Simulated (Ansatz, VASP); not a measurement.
Two plane-wave programs on Ge

Contents of INCAR:

```
PREC = Accurate
ENCUT = 520
EDIFF = 1E-6
ISMEAR = 0
SIGMA = 0.15
LREAL = False
LASPH = True
NELM = 100
ALGO = Normal
ISIF = 2
LWAVE = False
LCHARG = False
GGA = PS
NBANDS = 13
```

Contents of KPOINTS:

```
regular mesh
0
Gamma
  22 22 20
```

Contents of POSCAR:

```
Ge
1.0
    1.4749243616     -2.7452794234      0.0000000000
    1.4749243616      2.7452794234      0.0000000000
    0.0000000000      0.0000000000      2.4211688516
Ge
1
Direct
    0.5000000000      0.5000000000      0.0000000000
```

Input for Ansatz:

```yaml
crystal:
  lattice:
    - [1.4749243616, -2.7452794234, 0.0]
    - [1.4749243616, 2.7452794234, 0.0]
    - [0.0, 0.0, 2.4211688516]
  atoms:
    - { symbol: Ge, position: [0.5, 0.5, 0.0] }
basis:
  ecutwfc: 420
kpoints:
  mp_grid: { grid: [22, 22, 20] }
hamiltonian:
  xc: pbesol
scf:
  occupations: { method: gaussian, width: 0.15 }
output:
  forces: true
  stress: true
  eigenvalues: true
  write_density: true
  write_potential: true
  elf: true
  volumetric_format: npy
```

Alike in both runs: task single point; functional PBEsol; k mesh 22 × 22 × 20; occupations gaussian, width 0.15 eV; no spin polarisation.

|  | VASP | Ansatz |
| --- | --- | --- |
| version | VASP 6.6.1 | Ansatz 0.2.0 |
| potentials or method | VASP PAW PBE potentials, release 64 (Ge_d), cutoff 520 eV | scalar-relativistic, plane waves, PAW |
| valence electrons in the cell | 14 | 14 |

```csv
,VASP,Ansatz,Ansatz less VASP
gap on the k mesh at the Fermi level (eV),none,none,-
pressure (GPa),-0.5,-0.3,+0.22
"traceless stress, the component that is largest in VASP (GPa)",18.71,18.84,+0.129
```

VASP's potentials were made for PBE, not for PBEsol. A gap of «none» marks a metal or a gap that the smearing closes.
